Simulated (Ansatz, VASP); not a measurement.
## Ta in VASP and in Ansatz

INCAR

```
SYSTEM = Ta
ALGO = Fast
EDIFF = 1E-7
ENCUT = 520
GGA = PS
ISIF = 2
ISMEAR = 0
LASPH = .TRUE.
LCHARG = .FALSE.
LREAL = .FALSE.
LWAVE = .FALSE.
NBANDS = 12
NELM = 100
PREC = Accurate
SIGMA = 0.15
```

The input KPOINTS:

```
k-points
0
G
  20 20 20
  0 0 0
```

The input POSCAR:

```
Ta
1.0
   -1.5800322441      1.6402286350      1.8042514985
    1.5800322441     -1.6402286350      1.8042514985
    1.5800322441      1.6402286350     -1.8042514985
Ta
1
Direct
    0.0000000000      0.0000000000      0.0000000000
```

Input for Ansatz:

```yaml
crystal:
  lattice:
    - [-1.5800322441, 1.640228635, 1.8042514985]
    - [1.5800322441, -1.640228635, 1.8042514985]
    - [1.5800322441, 1.640228635, -1.8042514985]
  atoms:
    - { symbol: Ta, position: [0.0, 0.0, 0.0] }
basis:
  ecutwfc: 420
kpoints:
  mp_grid: { grid: [20, 20, 20] }
hamiltonian:
  xc: pbesol
  pseudopotentials: { kind: paw, azcp: { folder: soft_1 } }
scf:
  occupations: { method: gaussian, width: 0.15 }
output:
  forces: true
  stress: true
  eigenvalues: true
```

Change from the starting cell: normal strain along x -0.0367, normal strain along z +0.1000.

Alike in both runs: task single point; functional PBEsol; k mesh 20 × 20 × 20; occupations gaussian, width 0.15 eV; no spin polarisation.

|  | VASP | Ansatz |
| --- | --- | --- |
| version | VASP 6.6.1 | Ansatz 0.2.0 |
| potentials or method | VASP PAW PBE potentials, release 64 (Ta_pv), cutoff 520 eV | scalar-relativistic, plane waves, PAW |
| valence electrons in the cell | 11 | 13 |

```tsv
	VASP	Ansatz	Ansatz less VASP
gap on the k mesh at the Fermi level (eV)	none	none	-
pressure (GPa)	-9.4	-9.5	-0.11
traceless stress, the component that is largest in VASP (GPa)	-6.41	-6.40	+0.006
```

VASP's potentials were made for PBE, not for PBEsol, and Ansatz warns of the same on its side. A gap of «none» marks a metal or a gap that the smearing closes. VASP's potentials hold 11 valence electrons a cell and Ansatz's 13, so a difference there can come from the potentials and not from the codes.

Spin-orbit coupling is off throughout.
